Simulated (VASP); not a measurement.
Cu: single point with PBEsol

Cu:

```
Cu
1.0
    -1.44279    1.44279    1.37608
     1.44279   -1.44279    1.37608
     1.44279    1.44279   -1.37608
Cu
1
Direct
  0.00000 0.00000 0.00000
```

| Item | Value |
| --- | --- |
| Program | VASP 6.6.1 |
| Task | single point |
| Functional | PBEsol |
| Potentials or basis | VASP PAW PBE potentials, release 64 (Cu) |
| Cutoff | 520 eV |
| k mesh | 4 × 4 × 4 |
| Occupations | methfessel-paxton, width 0.1 eV |
| Spin | no spin polarisation |

The pressure is -1.3 GPa.

Stress tensor (GPa, compression positive):
```
-0.51  0.00  0.00
 0.00 -0.51  0.00
 0.00  0.00 -2.77
```

Levels at points of the mesh, in eV from the Fermi level:
| k point | band 3 | band 4 | band 5 | band 6 | band 7 | band 8 | band 9 | band 10 |
| --- | --- | --- | --- | --- | --- | --- | --- | --- |
| (0.00, 0.00, 0.00) | -3.45 | -3.45 | -2.57 | -2.35 | 24.72 | 24.72 | 25.98 | 28.71 |
| (0.50, 0.00, 0.00) | -2.48 | -2.26 | -1.70 | -0.72 | 4.45 | 17.18 | 17.26 | 21.14 |
| (0.50, 0.50, 0.00) | -2.64 | -2.39 | -1.73 | -1.08 | 3.92 | 18.44 | 18.68 | 22.31 |
| (0.50, 0.50, 0.50) | -1.90 | -1.90 | -1.85 | 7.54 | 7.54 | 9.38 | 13.15 | 13.77 |

Run time: 2.1 s on 1 thread of Intel(R) Xeon(R) Platinum 8488C (Sapphire Rapids), with other jobs on the host, peak memory 0.11 GiB.

Caveat: the k points lie up to 0.79 Å⁻¹ apart; the PAW data sets were made with another functional, which shifts forces and pressure a little.
